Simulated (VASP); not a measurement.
Runs of VASP 6.6.1 on W. The structure is that of space group Immm (No. 71), or close to it. The cells are those of the table. 

```tsv
cell	further INCAR settings	gap on the mesh (eV)	pressure (GPa)
a = 2.920, b = 2.706, c = 2.813 Å, angles 63.9, 66.1, 59.9°, 1 atom	ALGO = Fast; EDIFF = 1e-06; NBANDS = 13	none	-14.4
a = 2.925, b = 2.601, c = 2.818 Å, angles 65.2, 68.5, 61.0°, 1 atom	ALGO = Fast; EDIFF = 1e-07; NBANDS = 13	none	(a)
a = 2.825, b = 2.388 Å, angles 65.0, 69.8, 65.0°, 1 atom	ALGO = Fast; EDIFF = 1e-06; NBANDS = 13	none	26.5
a = 2.818, b = 2.493 Å, angles 63.7, 67.4, 63.7°, 1 atom	ALGO = Fast; EDIFF = 1e-06; NBANDS = 13	none	15.0
```

Alike in all rows: task single point; level LDA; potentials or basis VASP PAW LDA potentials, release 64 (W_sv); no spin polarisation; k mesh 20 × 20 × 20; cutoff (eV) 520; smearing gaussian 0.15 eV.

Task: Fill in the values left out.

Result: (a) -9.1.

Caveats: spin-orbit coupling is left out, which moves the levels of the heavy elements; the stress differs along the axes, from -19 to -12 GPa (at least some runs); the cell stands under tension (at least some runs); the stress differs along the axes, from 13 to 33 GPa (at least some runs); the stress differs along the axes, from 12 to 17 GPa (at least some runs).

A k mesh can miss the band edges, and the runs leave out spin-orbit coupling on W.

A gap of «none» marks levels without a gap at the run's occupations.
